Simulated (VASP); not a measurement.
A run of VASP 6.6.1 is set up as follows.

The input INCAR:

```
PREC = Accurate
ENCUT = 520
EDIFF = 1E-7
ISMEAR = 0
SIGMA = 0.01
LREAL = False
LASPH = True
NELM = 80
ALGO = Normal
ISIF = 2
LWAVE = False
LCHARG = False
NBANDS = 28
```

File KPOINTS:

```
Automatic mesh
0
Gamma
  6 6 6
```

File POSCAR:

```
La2O3
1.0
    6.3492470887      0.0000000000      0.0000000000
   -3.1746235443      5.4986095980      0.0000000000
    0.0000000000      0.0000000000      3.3431889533
La O
2 3
Direct
    0.3333333333      0.6666666667      0.5000000000
    0.6666666667      0.3333333333      0.5000000000
    0.4919860000      0.4919860000      0.0000000000
    0.0000000000      0.5080140000      0.0000000000
    0.5080140000      0.0000000000      0.0000000000
```

Potentials or basis: VASP PAW LDA potentials, release 64 (La, O).

The run is started by

```console
$ cat potpaw_LDA.64/La/POTCAR potpaw_LDA.64/O/POTCAR > POTCAR
$ mpirun -np 1 vasp_std > vasp.out
```

Task: Estimate the largest force.

Result: 0.091 eV/Å.

Task: Predict the pressure.

Result: -6.6 GPa.

Task: Predict the band gap on the k mesh.

Result: 1.58 eV (least direct gap 1.98 eV).

Forces on the atoms (eV/Å):
```
La   0.000  0.000  0.000
La   0.000  0.000  0.000
O    0.045  0.079  0.000
O    0.045 -0.079  0.000
O   -0.091  0.000  0.000
```

Caveat: the stress differs along the axes, from -11 to -4 GPa; spin-orbit coupling is left out, which moves the levels of the heavy elements. A k mesh can miss the band edges.
